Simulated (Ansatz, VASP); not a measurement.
# Two plane-wave programs on MgSi

```
Mg Si
1.0
     2.90839    0.00000    0.00000
     0.00000    2.90839    0.00000
     0.00000    0.00000    4.10343
Mg Si
1 1
Direct
  0.00000 0.00000 0.93603
  0.50000 0.50000 0.50000
```

Change from the starting cell: all Mg atoms moved +0.263 Å, as atom 1 towards its neighbour atom 1 (Mg) at 4.103 Å.

Alike in both runs: task single point; functional LDA; k mesh 16 × 16 × 12; occupations gaussian, width 0.15 eV; no spin polarisation.

|  | VASP | Ansatz |
| --- | --- | --- |
| version | VASP 6.6.1 | Ansatz 0.2.0 |
| potentials or method | VASP PAW LDA potentials, release 64 (Mg, Si), cutoff 520 eV | scalar-relativistic, plane waves, PAW |
| valence electrons in the cell | 6 | 14 |

VASP gave:

* gap on the k mesh at the Fermi level (eV): none
* pressure (GPa): -1.5
* traceless stress, the component that is largest in VASP (GPa): -1.76
* rms of the force components (eV/Å): 0.539

Problem. What did Ansatz give for the same quantities?

Solution. gap on the k mesh at the Fermi level (eV): none; pressure (GPa): -1.1; traceless stress, the component that is largest in VASP (GPa): -1.74; rms of the force components (eV/Å): 0.536.

LDA's correlation is that of Perdew and Zunger in VASP and of Perdew and Wang (1992) in Ansatz. Atom by atom the forces differ by 0.002 eV/Å (rms over components). A gap of «none» marks a metal or a gap that the smearing closes. VASP's potentials hold 6 valence electrons a cell and Ansatz's 14, so a difference there can come from the potentials and not from the codes.
